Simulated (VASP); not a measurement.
# CuAu (P4/mmm) in VASP: a series of runs

The runs below take CuAu through single point, with PBEsol.

Program: VASP 6.6.1. These are calculated values, not measurements. Logs are shortened: lines on timing, memory, paths and dates and some standing lists are left out, and cuts for length are marked.

### Step 1. The cell of the first run

It takes space group P4/mmm (No. 123, tetragonal). Conventional cell: a = 2.716 Å, b = 2.716 Å, c = 3.780 Å, α = 90.00°, β = 90.00°, γ = 90.00°. Within 3.6 Å of Cu (site symmetry 4/mmm) lie 8 Au at 2.69 Å and 4 Cu at 2.72 Å. Within 3.6 Å of Au (site symmetry 4/mmm) lie 8 Cu at 2.69 Å and 4 Au at 2.72 Å.

### Step 2. Single point, PBEsol (strain -0.030 along x and y, +0.030 along z)

The input, INCAR:

```
SYSTEM = CuAu
PREC = Accurate ; ENCUT = 520
EDIFF = 1E-6 ; ISMEAR = 0
SIGMA = 0.15 ; LREAL = .FALSE.
LASPH = .TRUE. ; NELM = 100
ALGO = Fast ; ISIF = 2
LWAVE = .FALSE. ; LCHARG = .FALSE.
GGA = PS ; NBANDS = 18
```

The input, KPOINTS:

```
regular mesh
0
G
  18 18 14
  0 0 0
```

The input, POSCAR:

```
CuAu
1.0
    2.7160000000      0.0000000000      0.0000000000
    0.0000000000      2.7160000000      0.0000000000
    0.0000000000      0.0000000000      3.7801000000
Cu Au
1 1
Direct
    0.5000000000      0.5000000000      0.5000000000
    0.0000000000      0.0000000000      0.0000000000
```

Potentials or basis: VASP PAW PBE potentials, release 64 (Cu, Au).

Launch:

```bash
> cat potpaw_PBE.64/Cu/POTCAR potpaw_PBE.64/Au/POTCAR > POTCAR
> mpirun -np 1 vasp_std > vasp.out
```

OUTCAR:

```text
SYSTEM = CuAu
   PREC = Accurate
   ENCUT = 520
   EDIFF = 1E-6
   ISMEAR = 0
   LREAL = .FALSE.
   LASPH = .TRUE.
   NELM = 100
   ISIF = 2
   GGA = PS

 ion  position               nearest neighbor table
   1  0.500  0.500  0.500-   2 2.69   2 2.69   2 2.69   2 2.69   2 2.69   2 2.69   2 2.69   2 2.69

   2  0.000  0.000  0.000-   1 2.69   1 2.69   1 2.69   1 2.69   1 2.69   1 2.69   1 2.69   1 2.69

  LATTYP: Found a simple tetragonal cell.
 ALAT       =     2.7160000000
 C/A-ratio  =     1.3917893962

  Lattice vectors:

 A1 = (   2.7160000000,   0.0000000000,   0.0000000000)
 A2 = (   0.0000000000,   2.7160000000,   0.0000000000)
 A3 = (   0.0000000000,   0.0000000000,   3.7801000000)

Analysis of symmetry for initial positions (statically):
=====================================================================
 Subroutine PRICEL returns:
 Original cell was already a primitive cell.

 Routine SETGRP: Setting up the symmetry group for a
 simple tetragonal supercell.

 Subroutine GETGRP returns: Found 16 space group operations
 (whereof 16 operations were pure point group operations)
 out of a pool of 16 trial point group operations.

The static configuration has the point symmetry D_4h.

Analysis of symmetry for dynamics (positions and initial velocities):
=====================================================================
 Subroutine PRICEL returns:
 Original cell was already a primitive cell.

 Routine SETGRP: Setting up the symmetry group for a
 simple tetragonal supercell.

 Subroutine GETGRP returns: Found 16 space group operations
 (whereof 16 operations were pure point group operations)
 out of a pool of 16 trial point group operations.

The dynamic configuration has the point symmetry D_4h.

 Subroutine INISYM returns: Found 16 space group operations
 (whereof 16 operations are pure point group operations),
 and found     1 'primitive' translations

----------------------------------------------------------------------------------------

                                     Primitive cell

  volume of cell :      27.8845

  direct lattice vectors                    reciprocal lattice vectors
     2.716000000  0.000000000  0.000000000     0.368188513  0.000000000  0.000000000
     0.000000000  2.716000000  0.000000000     0.000000000  0.368188513  0.000000000
     0.000000000  0.000000000  3.780100000     0.000000000  0.000000000  0.264543266

  length of vectors
[... 81 lines left out ...]
   NELM   =    100;   NELMIN=  2; NELMDL= -5     # of ELM steps
   EDIFF  = 0.1E-05   stopping-criterion for ELM
   LREAL  =      F    real-space projection
   EDIFFG = 0.1E-04   stopping-criterion for IOM
   NSW    =      0    number of steps for IOM
   IBRION =     -1    ionic relax: 0-MD 1-quasi-New 2-CG
   NFREE  =      0    steps in history (QN), initial steepest desc. (CG)
   ISIF   =      2    stress and relaxation
   ISYM   =      2    0-nonsym 1-usesym 2-fastsym
   POTIM  = 0.5000    time-step for ionic-motion
   TEBEG  =    0.0;   TEEND  =   0.0 temperature during run
   PSTRESS=    0.0 pullay stress
   NELECT =      22.0000    total number of electrons
   NUPDOWN=      -1.0000    fix difference up-down
   EMIN   =  10.00;   EMAX   =-10.00  energy-range for DOS
   EFERMI =   0.00;   METHOD = LEGACY
   ISMEAR =     0;   SIGMA  =   0.15  broadening in eV -4-tet -1-fermi 0-gaus
   EFERMI_NEDOS =   21; number of points for ismear=-14 and -15
   IALGO  =     68    algorithm
   IMIX   =      4    mixing-type and parameters
     AMIX     =   0.40;   BMIX     =  1.00
     AMIX_MAG =   1.60;   BMIX_MAG =  1.00
  volume/ion in A,a.u.               =      13.94        94.09
  Fermi-wavevector in a.u.,A,eV,Ry     =   1.512730  2.858645 31.134924  2.288352
  Thomas-Fermi vector in A             =   2.622615
   LORBIT       =      0    0 simple, 1 ext, 2 COOP (PROOUT), +10 PAW based schemes
   GGA     = PS    functional components
   LHFCALC =     F    Hartree Fock is set to
   AEXX    =    0.0000 exact exchange contribution
   IVDW    =     0    specifies the selected vdW correction
   LEPSILON=     F    determine dielectric tensor
   LRPA    =     F    only Hartree local field effects (RPA)
 non-spin polarized calculation
 RMM-DIIS sequential band-by-band and
 Gauss-broadening in eV      SIGMA  =   0.15
  energy-cutoff  :      520.00
  volume of cell :       27.88
 maximum number of plane-waves:       768
   NGX = 11   NGY = 11   NGZ = 15

 number of electron      21.9999975 magnetization

 Free energy of the ion-electron system (eV)
  ---------------------------------------------------
  ext. energy  EPLUGINS =         0.00000000
  ---------------------------------------------------
  free energy    TOTEN  =        -8.33580068 eV

  energy without entropy =       -8.33030717  energy(sigma->0) =       -8.33305392

 E-fermi :   9.2210     XC(G=0): -13.0871

 val. band max:        9.2194275127   @ k =   0.3889   0.2778   0.3571
 cond. band min:       9.2287343598   @ k =   0.3889   0.3333   0.2857
 fundamental gap:      0.0093068471
 Fermi energy:         9.2209594636

 k-point     1 :       0.0000    0.0000    0.0000
  band No.  band energies     occupation
      1      -1.0628      2.00000
      2       2.0828      2.00000
      3       2.3012      2.00000
      4       5.0844      2.00000
      5       5.0844      2.00000
      6       6.1069      2.00000
[... 481 lines left out ...]
      5       5.0325      2.00000
      6       5.2839      2.00000
[... 10 lines left out ...]
     17      23.5793      0.00000
     18      27.6544      0.00000

 [... further k-points ...]

------------------------ aborting loop because EDIFF is reached ----------------------------------------

  FORCE on cell =-STRESS in cart. coord.  units (eV):
  Direction    XX          YY          ZZ          XY          YZ          ZX
  --------------------------------------------------------------------------------------
  -------------------------------------------------------------------------------------
  Total        1.0236916      1.0236916      0.2170912      0.0000000     -0.0000000     -0.0000000
  in kB       58.8188994     58.8188994     12.4735450      0.0000000     -0.0000000     -0.0000000
  external PRESSURE =      43.3704479 kB  Pullay stress =       0.0000000 kB

 VOLUME and BASIS-vectors are now :
 -----------------------------------------------------------------------------
  energy-cutoff  :      520.00
  volume of cell :       27.88
      direct lattice vectors                 reciprocal lattice vectors
     2.716000000  0.000000000  0.000000000     0.368188513  0.000000000  0.000000000
     0.000000000  2.716000000  0.000000000     0.000000000  0.368188513  0.000000000
     0.000000000  0.000000000  3.780100000     0.000000000  0.000000000  0.264543266

 POSITION                                       TOTAL-FORCE (eV/Angst)
 -----------------------------------------------------------------------------------
      1.35800      1.35800      1.89005         0.000000      0.000000      0.000000
      0.00000      0.00000      0.00000         0.000000      0.000000      0.000000
 -----------------------------------------------------------------------------------
    total drift:                               -0.000000      0.000000      0.000000

  FREE ENERGIE OF THE ION-ELECTRON SYSTEM (eV)
  ---------------------------------------------------
  free  energy   TOTEN  =        -8.3358006797 eV

  energy  without entropy=       -8.3303071688  energy(sigma->0) =       -8.33305392
```

OSZICAR:

```text
N       E                     dE             d eps       ncg     rms          rms(c)
DAV:   1     0.126804207982E+03    0.12680E+03   -0.11019E+04 17262   0.174E+03
DAV:   2    -0.443977492415E+01   -0.13124E+03   -0.12318E+03 16040   0.297E+02
DAV:   3    -0.948797811155E+01   -0.50482E+01   -0.49368E+01 18618   0.686E+01
DAV:   4    -0.955697067116E+01   -0.68993E-01   -0.68940E-01 19758   0.665E+00
DAV:   5    -0.955868445972E+01   -0.17138E-02   -0.17137E-02 20464   0.107E+00    0.135E+01
RMM:   6    -0.880729830967E+01    0.75139E+00   -0.52229E+00 18403   0.364E+01    0.634E+00
RMM:   7    -0.844447991282E+01    0.36282E+00   -0.19859E+00 18306   0.203E+01    0.658E+00
RMM:   8    -0.833960972868E+01    0.10487E+00   -0.23203E-01 18774   0.653E+00    0.244E+00
RMM:   9    -0.834425347808E+01   -0.46437E-02   -0.58693E-02 20536   0.406E+00    0.110E+00
RMM:  10    -0.833597602731E+01    0.82775E-02   -0.40856E-02 19502   0.274E+00    0.287E-01
RMM:  11    -0.833579753983E+01    0.17849E-03   -0.65438E-03 21624   0.894E-01    0.120E-01
RMM:  12    -0.833592886685E+01   -0.13133E-03   -0.12505E-03 22009   0.296E-01    0.965E-02
RMM:  13    -0.833589276331E+01    0.36104E-04   -0.93204E-04 18976   0.450E-01    0.115E-01
RMM:  14    -0.833579757805E+01    0.95185E-04   -0.15935E-04 19450   0.183E-01    0.188E-02
RMM:  15    -0.833580068941E+01   -0.31114E-05   -0.57604E-05 20383   0.618E-02    0.766E-03
RMM:  16    -0.833580067971E+01    0.96998E-08   -0.81147E-06 17318   0.327E-02
   1 F= -.83358007E+01 E0= -.83330539E+01  d E =-.549351E-02
```

stdout:

```text
POSCAR found type information on POSCAR CuAu
 POSCAR found :  2 types and       2 ions
 scaLAPACK will be used
 -----------------------------------------------------------------------------
|                                                                             |
|                                                                             |
|     You enforced a specific xc type in the INCAR file but a different       |
|     I HOPE YOU KNOW WHAT YOU ARE DOING!                                     |
|                                                                             |
 -----------------------------------------------------------------------------

 LDA part: xc-table for (Slater+PW92), standard interpolation
 POSCAR, INCAR and KPOINTS ok, starting setup
 FFT: planning ... GRIDC
 FFT: planning ... GRID_SOFT
 FFT: planning ... GRID
 WAVECAR not read
 entering main loop
WARNING in EDDRMM: call to ZHEGV failed, returncode =   6  3     16
WARNING in EDDRMM: call to ZHEGV failed, returncode =   8  4     17
WARNING in EDDRMM: call to ZHEGV failed, returncode =   8  4     17
WARNING in EDDRMM: call to ZHEGV failed, returncode =   8  4     16
```

Wall time 1.7 min (1 thread of AMD EPYC 9R45 (Zen 5), shared host); peak memory 0.3 GiB.

What came out:

```yaml
Free_energy: -8.3358 eV
Pressure: 4.3 GPa
Band_gap_on_the_k_mesh: zero (bands 11 and 12 overlap by 7.57 eV)
```

Stress tensor (GPa, compression positive):
```
5.88 0.00 0.00
0.00 5.88 0.00
0.00 0.00 1.25
```

Levels at points of the mesh, in eV from the Fermi level:
```csv
k point,band 9,band 10,band 11,band 12,band 13,band 14
"(0.00, 0.00, 0.00)",-1.73,-1.50,-1.50,1.14,7.28,10.93
"(0.50, 0.00, 0.00)",-2.46,-2.24,-0.73,0.27,8.83,9.06
"(0.50, 0.50, 0.00)",-1.48,-1.37,0.86,0.86,6.02,7.56
"(0.00, 0.00, 0.50)",-2.61,-2.37,-2.37,-1.97,14.91,14.96
"(0.50, 0.00, 0.50)",-1.71,-1.66,-1.31,-1.29,2.99,4.45
"(0.50, 0.50, 0.50)",-1.60,-1.37,5.60,5.60,5.82,6.97
```

Caveat: the cell differs from its parent crystal (strain -0.030 along x and y, +0.030 along z); the cell stands under pressure; the PAW data sets were made with another functional, which shifts forces and pressure a little; spin-orbit coupling is left out, which moves the levels of the heavy elements.

### Step 3. Single point, PBEsol (strain +0.000 along x and y, -0.030 along z)

The input, INCAR:

```
PREC = Accurate
ENCUT = 520
EDIFF = 1E-6
ISMEAR = 0
SIGMA = 0.15
LREAL = False
LASPH = True
NELM = 60
ALGO = Fast
ISIF = 2
LWAVE = False
LCHARG = False
GGA = PS
NBANDS = 18
```

The input, KPOINTS:

```
regular mesh
0
Gamma
  18 18 14
```

The input, POSCAR:

```
CuAu
1.0
    2.8000000000      0.0000000000      0.0000000000
    0.0000000000      2.8000000000      0.0000000000
    0.0000000000      0.0000000000      3.5599000000
Cu Au
1 1
Direct
    0.5000000000      0.5000000000      0.5000000000
    0.0000000000      0.0000000000      0.0000000000
```

Potentials or basis: VASP PAW PBE potentials, release 64 (Cu, Au).

Launch:

```bash
> cat potpaw_PBE.64/Cu/POTCAR potpaw_PBE.64/Au/POTCAR > POTCAR
> mpirun -np 1 vasp_std > vasp.out
```

It took 2.2 min on 1 thread of AMD EPYC 9R45 (Zen 5), shared host; peak memory 0.31 GiB.

The run converged. Its results:

```yaml
Free_energy: -8.3550 eV
Pressure: 3.4 GPa
Band_gap_on_the_k_mesh: zero (bands 11 and 12 overlap by 7.47 eV)
```

Stress tensor (GPa, compression positive):
```
3.48 0.00 0.00
0.00 3.48 0.00
0.00 0.00 3.39
```

Levels at points of the mesh, in eV from the Fermi level:
```
           k point  band 8  band 9  band 10  band 11  band 12  band 13  band 14  band 15
(0.00, 0.00, 0.00)   -2.19   -1.75    -1.52    -1.52     2.44     8.96     9.73     9.73
(0.50, 0.00, 0.00)   -3.16   -2.58    -2.36    -1.01    -0.26     9.92    10.02    11.94
(0.50, 0.50, 0.00)   -1.75   -1.38    -1.38     0.31     0.31     5.09     6.98    10.40
(0.00, 0.00, 0.50)   -2.88   -2.51    -2.51    -2.42    -2.13    14.26    14.65    14.65
(0.50, 0.00, 0.50)   -1.85   -1.62    -1.55    -1.27    -1.26     2.79     4.71    15.74
(0.50, 0.50, 0.50)   -2.25   -1.77    -1.74     5.34     5.55     5.55     6.22     6.83
```

Caveat: the cell differs from its parent crystal (strain +0.000 along x and y, -0.030 along z); the cell stands under pressure; the PAW data sets were made with another functional, which shifts forces and pressure a little; spin-orbit coupling is left out, which moves the levels of the heavy elements.
